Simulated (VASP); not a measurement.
The system is P.

```xyz
7
Lattice="2.8324 1.6353 3.5778 -2.8324 1.6353 3.5778 0.0000 -3.2706 3.5778" Properties=species:S:1:pos:R:3 pbc="T T T"
P     0.7806   -1.7504    4.8981
P     1.1256    1.5513    4.8981
P    -1.9062    0.1992    4.8981
P    -0.7806    1.7504    5.8354
P    -1.1256   -1.5513    5.8354
P     1.9062   -0.1992    5.8354
P     0.0000    0.0000    0.0000
```

The cell was generated, and may not be a known phase.

```yaml
Program: VASP 6.6.1
Task: relaxation of cell and atoms
Functional: PBE
Potentials_or_basis: VASP PAW PBE potentials, release 64 (P)
Cutoff: 600 eV
k_mesh: 6 × 6 × 6
Occupations: gaussian, width 0.1 eV
Spin: no spin polarisation
```

At the start: pressure 36.9 GPa; volume 14.20 Å³/atom.

Problem. Where does the relaxation end?

Solution. Over 12 steps the energy falls by 527.8 meV/atom and the volume is 18.45 Å³/atom (+29.9 %); space group R-3 (No. 148, to 0.1 Å) before and after.

The path:
| step | energy change (eV) | largest force (eV/Å) | pressure (GPa) | volume (Å³) |
| --- | --- | --- | --- | --- |
| 1 | 0.0000 | 1.9993 | 36.87 | 99.43 |
| 2 | -1.9072 | 1.1712 | -9.92 | 154.25 |
| 3 | -2.9648 | 0.8040 | -0.19 | 128.61 |
| 4 | -2.9645 | 0.8047 | 0.19 | 127.98 |
| 5 | -3.2449 | 0.6476 | -0.18 | 129.43 |
| 6 | -3.5727 | 0.6032 | -0.07 | 133.22 |
| 7 | -3.5802 | 0.4631 | -0.17 | 132.76 |
| 8 | -3.6500 | 0.2176 | -1.23 | 132.70 |
| 9 | -3.6636 | 0.2689 | -1.84 | 132.64 |
| 10 | -3.6939 | 0.0699 | 0.04 | 129.04 |
| 11 | -3.6939 | 0.0711 | 0.02 | 129.08 |
| 12 | -3.6949 | 0.0344 | 0.04 | 129.18 |

Final structure:
```
P
1.0
     2.92716    1.68999    4.35238
    -2.92716    1.68999    4.35238
     0.00000   -3.37999    4.35238
P
7
Direct
  0.44849 0.11385 0.79412
  0.79412 0.44849 0.11385
  0.11385 0.79412 0.44849
  0.55151 0.88615 0.20588
  0.20588 0.55151 0.88615
  0.88615 0.20588 0.55151
  0.00000 0.00000 0.00000
```

Caveat: the volume moved by over 15 % at a fixed basis, so the end points are rough; an odd number of electrons without spin polarisation forces a metal; a magnetic or distorted state may lie lower.
